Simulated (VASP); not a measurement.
Crystal: Al.

```
Al
1.0
     0.00000    2.02481    2.02481
     2.02481    0.00000    2.02481
     2.02481    2.02481    0.00000
Al
1
Cartesian
  0.0000 0.0000 0.0000
```

* Program: VASP 6.6.1
* Task: relaxation of cell and atoms
* Functional: revPBE
* Dispersion: D3(BJ)
* Potentials or basis: VASP PAW PBE potentials, release 64 (Al)
* Cutoff: 600 eV
* k mesh: 11 × 11 × 11
* Occupations: fermi-dirac, width 0.05 eV
* Spin: no spin polarisation

At the start: pressure -5.9 GPa; volume 16.60 Å³/atom.

Q: How do energy, volume and symmetry change on relaxing?

A: Over 3 steps the energy falls by 23.2 meV/atom and the volume is 15.41 Å³/atom (-7.2 %); space group Fm-3m (No. 225, to 0.05 Å).

The path:
```
step  energy change (eV)  largest force (eV/Å)  pressure (GPa)  volume (Å³)
   1              0.0000                0.0000           -5.87        16.60
   2             -0.0222                0.0000            1.46        15.18
   3             -0.0232                0.0000            0.02        15.41
```

Final structure:
```xyz
1
Lattice="0.0000 1.9753 1.9753 1.9753 0.0000 1.9753 1.9753 1.9753 0.0000" Properties=species:S:1:pos:R:3 pbc="T T T"
Al    0.0000    0.0000    0.0000
```

The cell as given is a measured one (16.60 Å³/atom); revPBE+D3(BJ) puts the equilibrium volume -7.2 % from it, thermal expansion not counted.

Caveat: the PAW data sets were made with another functional, which shifts forces and pressure a little; pairwise dispersion overbinds metals, which lowers pressure and volume.
